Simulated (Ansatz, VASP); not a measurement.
**Two plane-wave programs on Si2W3**

```
Si W
1.0
     1.41327    0.81595   10.87472
    -1.41327    0.81595   10.87472
     0.00000   -1.63190   10.87472
Si W
2 3
Direct
  0.39921 0.39921 0.39921
  0.60079 0.60079 0.60079
  0.00000 0.00000 0.00000
  0.20314 0.20314 0.20314
  0.79686 0.79686 0.79686
```

Alike in both runs: functional PBE; k mesh 6 × 6 × 6; occupations gaussian, width 0.1 eV; no spin polarisation.

Ansatz relaxed the structure, and its values are those at the end. VASP's run is a single point on that final structure, the one shown.

|  | VASP | Ansatz |
| --- | --- | --- |
| version | VASP 6.6.1 | Ansatz 0.2.0 |
| potentials or method | VASP PAW PBE potentials, release 64 (Si, W_sv), cutoff 520 eV | scalar-relativistic, plane waves, PAW |
| valence electrons in the cell | 50 | 50 |

|  | VASP | Ansatz | Ansatz less VASP |
| --- | --- | --- | --- |
| gap on the k mesh at the Fermi level (eV) | none | none | - |
| pressure (GPa) | 0.2 | 0.0 | -0.24 |
| rms of the force components (eV/Å) | 0.003 | 0.006 | +0.0029 |

A gap of «none» marks a metal or a gap that the smearing closes.

The k mesh is coarse, so the values compare programs but aren't converged. Neither program's run includes spin-orbit coupling.
